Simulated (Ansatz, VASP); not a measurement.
**One calculation of HfSi2, two programs**

```xyz
12
Lattice="3.6591 0.0000 0.0000 0.0000 3.6826 0.0000 0.0000 0.0000 27.4882" Properties=species:S:1:pos:R:3 pbc="T T T"
Si    0.9148    0.0000    7.4341
Si    2.7443    1.8413    7.4419
Si    0.9148    1.8413   10.2645
Si    2.7443    1.8413   11.9080
Si    0.9148    1.8413   14.7981
Si    2.7443    0.0000   14.7836
Si    0.9148    0.0000   17.7501
Si    2.7443    0.0000   19.6607
Hf    2.7443    0.0000    9.6619
Hf    0.9148    0.0000   12.6596
Hf    2.7443    1.8413   16.8920
Hf    0.9148    1.8413   19.7622
```

Alike in both runs: task single point; functional PBE; k mesh 10 × 10 × 1; occupations gaussian, width 0.1 eV; no spin polarisation.

|  | VASP | Ansatz |
| --- | --- | --- |
| version | VASP 6.6.1 | Ansatz 0.2.0 |
| potentials or method | VASP PAW PBE potentials, release 64 (Si, Hf_pv), cutoff 520 eV | scalar-relativistic, plane waves, PAW |
| valence electrons in the cell | 72 | 136 |

|  | VASP | Ansatz | Ansatz less VASP |
| --- | --- | --- | --- |
| gap on the k mesh at the Fermi level (eV) | none | none | - |
| rms of the force components (eV/Å) | 0.007 | 0.000 | -0.0064 |

A gap of «none» marks a metal or a gap that the smearing closes. VASP's potentials hold 72 valence electrons a cell and Ansatz's 136, so a difference there can come from the potentials and not from the codes. Ansatz's warnings: xc potential rough in thin density.

Neither program's run includes spin-orbit coupling.
